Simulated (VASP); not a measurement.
# CoPdO2 (R-3m) in VASP: settings compared, part 3 of 3

VASP 6.6.1. Earlier steps stand in the parts before.

## (5) Single point, PBE+D3(BJ)+U, collinear spin, zero start (10.61 Å³/atom)

This run uses another cell than the first one, of 10.61 Å³/atom.

Input file INCAR:

```
PREC     = Accurate       # precision mode
ENCUT    = 520            # plane-wave cutoff, eV
EDIFF    = 1E-6           # SCF threshold, eV
ISMEAR   = 0              # smearing method
SIGMA    = 0.05           # smearing width, eV
LREAL    = False          # projectors in reciprocal space
LASPH    = True           # aspherical terms in the spheres
NELM     = 150            # most SCF steps
ALGO     = Normal         # electronic algorithm
ISIF     = 2              # what is computed and relaxed
LWAVE    = False          # write WAVECAR
LCHARG   = False          # write CHGCAR
ISPIN    = 2              # spin polarisation
MAGMOM   = 0 0 0 0        # initial moments
LORBIT   = 11             # projections on sites
LMAXMIX  = 4              # l up to which the mixer works
LDAU     = True           # DFT+U
LDAUTYPE = 2            
LDAUL    = 2 -1 -1        # shell
LDAUU    = 3.3 0 0        # U, eV
LDAUJ    = 0 0 0        
LDAUPRINT= 1            
GGA      = PE             # functional
IVDW     = 12             # dispersion correction
NBANDS   = 28             # bands
```

Input file KPOINTS:

```
Automatic mesh
0
Gamma
  10 10 10
```

Input file POSCAR:

```
CoPdO2
1.0
    1.4351675098      0.8285943481      5.9477438314
   -1.4351675098      0.8285943481      5.9477438314
    0.0000000000     -1.6571886961      5.9477438314
Co Pd O
1 1 2
Direct
    0.5000000000      0.5000000000      0.5000000000
    0.0000000000      0.0000000000      0.0000000000
    0.1123600398      0.1123600398      0.1123600398
    0.8876399602      0.8876399602      0.8876399602
```

Potentials or basis: VASP PAW PBE potentials, release 64 (Co, Pd, O).

On the command line:

```
> cat potpaw_PBE.64/Co/POTCAR potpaw_PBE.64/Pd/POTCAR potpaw_PBE.64/O/POTCAR > POTCAR
> mpirun -np 1 vasp_std > vasp.out
```

OUTCAR:

```text
PREC = Accurate
   ENCUT = 520
   EDIFF = 1E-6
   ISMEAR = 0
   LREAL = False
   LASPH = True
   NELM = 150
   ISIF = 2
   ISPIN = 2
   LORBIT = 11
   GGA = PE
   IVDW = 12
 IVDW          = 12

 ion  position               nearest neighbor table
   1  0.500  0.500  0.500-   3 1.92   4 1.92   3 1.92   3 1.92   4 1.92   4 1.92
   2  0.000  0.000  0.000-   3 2.00   4 2.00
   3  0.112  0.112  0.112-   1 1.92   1 1.92   1 1.92   2 2.00
   4  0.888  0.888  0.888-   1 1.92   1 1.92   1 1.92   2 2.00

  LATTYP: Found a trigonal (rhomboedric) cell.
 ALAT       =     6.1742959970
 COS(alpha) =     0.8919411623

  Lattice vectors:

 A1 = (   1.4351675098,   0.8285943481,   5.9477438314)
 A2 = (  -1.4351675098,   0.8285943481,   5.9477438314)
 A3 = (   0.0000000000,  -1.6571886961,   5.9477438314)

Analysis of symmetry for initial positions (statically):
=====================================================================
 Subroutine PRICEL returns:
 Original cell was already a primitive cell.

 Routine SETGRP: Setting up the symmetry group for a
 trigonal (rhombohedral) supercell.

 Subroutine GETGRP returns: Found 12 space group operations
 (whereof 12 operations were pure point group operations)
 out of a pool of 12 trial point group operations.

The static configuration has the point symmetry D_3d.

Analysis of symmetry for dynamics (positions and initial velocities):
=====================================================================
 Subroutine PRICEL returns:
 Original cell was already a primitive cell.

 Routine SETGRP: Setting up the symmetry group for a
 trigonal (rhombohedral) supercell.

 Subroutine GETGRP returns: Found 12 space group operations
 (whereof 12 operations were pure point group operations)
 out of a pool of 12 trial point group operations.
[... 196 lines left out ...]

 number of electron      30.9999999 magnetization       0.0000012

 Free energy of the ion-electron system (eV)
  ---------------------------------------------------
  ext. energy  EPLUGINS =         0.00000000
  ---------------------------------------------------
  free energy    TOTEN  =       -23.50746028 eV

  energy without entropy =      -23.50429742  energy(sigma->0) =      -23.50587885

 E-fermi :   7.2893     XC(G=0): -12.2792

 val. band max:        7.2851076733   @ k =  -0.2000   0.2000   0.2000
 cond. band min:       7.2949259573   @ k =  -0.4000   0.3000   0.2000
 fundamental gap:      0.0098182840
 Fermi energy:         7.2893400688

 spin component 1

 k-point     1 :       0.0000    0.0000    0.0000
  band No.  band energies     occupation
      1     -13.2111      1.00000
      2     -11.4031      1.00000
      3      -1.0567      1.00000
      4       1.5689      1.00000
      5       1.5689      1.00000
      6       2.4064      1.00000
[... 1433 lines left out ...]
     26      23.5111      0.00000
     27      25.2880      0.00000

 [... further k-points ...]

 [bands above 27 left out]

------------------------ aborting loop because EDIFF is reached ----------------------------------------

 Edisp (eV)   -1.11936

 E8    (eV) :    -0.4399

  FORCE on cell =-STRESS in cart. coord.  units (eV):
  Direction    XX          YY          ZZ          XY          YZ          ZX
  --------------------------------------------------------------------------------------
  -------------------------------------------------------------------------------------
  Total      -1.63097    -1.63097    -1.40186    -0.00000    -0.00000     0.00000
  in kB     -61.57545   -61.57545   -52.92571    -0.00000    -0.00000     0.00000
  external pressure =      -58.69 kB  Pullay stress =        0.00 kB

 VOLUME and BASIS-vectors are now :
 -----------------------------------------------------------------------------
  energy-cutoff  :      520.00
  volume of cell :       42.44
      direct lattice vectors                 reciprocal lattice vectors
     1.435167510  0.828594348  5.947743831     0.348391387  0.201143861  0.056043660
    -1.435167510  0.828594348  5.947743831    -0.348391387  0.201143861  0.056043660
     0.000000000 -1.657188696  5.947743831     0.000000000 -0.402287723  0.056043660

 POSITION                                       TOTAL-FORCE (eV/Angst)
 -----------------------------------------------------------------------------------
      0.00000      0.00000      8.92162         0.000000      0.000000      0.000000
      0.00000      0.00000      0.00000         0.000000     -0.000000     -0.000000
      0.00000      0.00000      2.00487         0.000000      0.000000      0.070519
      0.00000      0.00000     15.83837         0.000000     -0.000000     -0.070519
 -----------------------------------------------------------------------------------
    total drift:                               -0.000000     -0.000000      0.000000

  FREE ENERGIE OF THE ION-ELECTRON SYSTEM (eV)
  ---------------------------------------------------
  free  energy   TOTEN  =       -24.6268187960 eV

  energy  without entropy=      -24.6236559441  energy(sigma->0) =      -24.62523737

 total charge

# of ion       s       p       d       tot
------------------------------------------
    1        0.416   0.629   7.321   8.367
    2        0.465   0.448   8.435   9.348
    3        1.557   3.442   0.000   4.998
    4        1.557   3.442   0.000   4.998
--------------------------------------------------
tot          3.995   7.961  15.756  27.712

 magnetization (x)

# of ion       s       p       d       tot
------------------------------------------
    1       -0.000  -0.000  -0.000  -0.000
    2        0.000   0.000   0.000   0.000
    3       -0.000   0.000   0.000   0.000
    4       -0.000   0.000   0.000   0.000
--------------------------------------------------
tot         -0.000   0.000   0.000   0.000
```

OSZICAR:

```text
N       E                     dE             d eps       ncg     rms          rms(c)
DAV:   1     0.245396840875E+03    0.24540E+03   -0.14282E+04 13064   0.121E+03
DAV:   2    -0.752110023209E+01   -0.25292E+03   -0.22555E+03 13488   0.308E+02
DAV:   3    -0.266101578617E+02   -0.19089E+02   -0.18272E+02 14912   0.930E+01
DAV:   4    -0.268977486747E+02   -0.28759E+00   -0.28702E+00 14600   0.114E+01
DAV:   5    -0.269040001276E+02   -0.62515E-02   -0.62508E-02 16316   0.168E+00    0.251E+01
DAV:   6    -0.318798569986E+02   -0.49759E+01   -0.30614E+01 15700   0.898E+01    0.416E+01
DAV:   7    -0.237644355515E+02    0.81154E+01   -0.20804E+01 16636   0.885E+01    0.112E+01
DAV:   8    -0.232969655159E+02    0.46747E+00   -0.31099E+00 15144   0.204E+01    0.587E+00
DAV:   9    -0.234687767875E+02   -0.17181E+00   -0.42086E-01 14712   0.766E+00    0.184E+00
DAV:  10    -0.235019458800E+02   -0.33169E-01   -0.56366E-02 19248   0.216E+00    0.737E-01
DAV:  11    -0.235079102486E+02   -0.59644E-02   -0.79785E-03 17936   0.126E+00    0.403E-01
DAV:  12    -0.235075278279E+02    0.38242E-03   -0.20994E-03 19264   0.708E-01    0.175E-01
DAV:  13    -0.235075203734E+02    0.74545E-05   -0.33521E-04 16008   0.138E-01    0.119E-01
DAV:  14    -0.235074872301E+02    0.33143E-04   -0.21964E-05 19248   0.803E-02    0.750E-02
DAV:  15    -0.235074634762E+02    0.23754E-04   -0.24953E-05 18768   0.988E-02    0.261E-02
DAV:  16    -0.235074609705E+02    0.25057E-05   -0.99411E-06 19148   0.326E-02    0.116E-02
DAV:  17    -0.235074602761E+02    0.69438E-06   -0.62533E-07 10168   0.125E-02
   1 F= -.24626819E+02 E0= -.24625237E+02  d E =-.316285E-02  mag=     0.0000
```

Run time: 37 min. Hardware: 1 thread of Oxide Virtual Turin-like, shared host; peak memory 0.53 GiB.

Results:

| Quantity | Value |
| --- | --- |
| Free energy | -24.6268 eV |
| Pressure | -5.9 GPa |
| Largest force | 0.071 eV/Å |
| Net moment | 0.00 μB per cell |
| Valence electrons inside the program's atomic spheres | Co 8.37; Pd 9.35; O 5.00 |
| Dispersion energy per atom | -0.280 eV |

Forces on the atoms (eV/Å):
```
Co   0.000  0.000  0.000
Pd   0.000  0.000  0.000
O    0.000  0.000  0.071
O    0.000  0.000 -0.071
```

Eigenvalues of the final occupation matrices:
```tsv
site	spin	trace	eigenvalues
site 1 d	1	3.68	0.39 0.39 0.96 0.96 0.97
site 1 d	2	3.68	0.39 0.39 0.96 0.96 0.97
```

Caveat: three body term missing; the cell stands under tension.

## (6) Overview

```tsv
task	level	cell	cutoff (eV)	gap on the mesh (eV)	pressure (GPa)	moment (μB)	largest force (eV/Å)
single point	RPBE+D4+U	a = 6.207 Å, angles 26.9°, 4 atoms	520	none	-8.1	0.00	0.09
relaxation of shape and atoms at fixed volume	RPBE+D4+U	relaxed from a = 6.148 Å, angles 26.7°, 4 atoms	600	none	-1.2	0.00	0.01
single point	RPBE+D4+U	a = 6.184 Å, angles 26.8°, 4 atoms	520	none	-4.9	0.00	0.10
single point	PBE+D3(BJ)+U	a = 6.174 Å, angles 26.9°, 4 atoms	520	none	-5.9	0.00	0.07
```

Alike in all rows: potentials or basis VASP PAW PBE potentials, release 64 (Co, Pd, O); spin collinear, zero start; Co d U = 3.3 eV; k mesh 10 × 10 × 10; smearing gaussian 0.05 eV.

Caveats: the cell stands under tension (at least some runs); the PAW data sets were made with another functional, which shifts forces and pressure a little (at least some runs); three body term missing (at least some runs).

Total energies depend on the potentials used, so only differences within one code and one set of settings carry meaning.
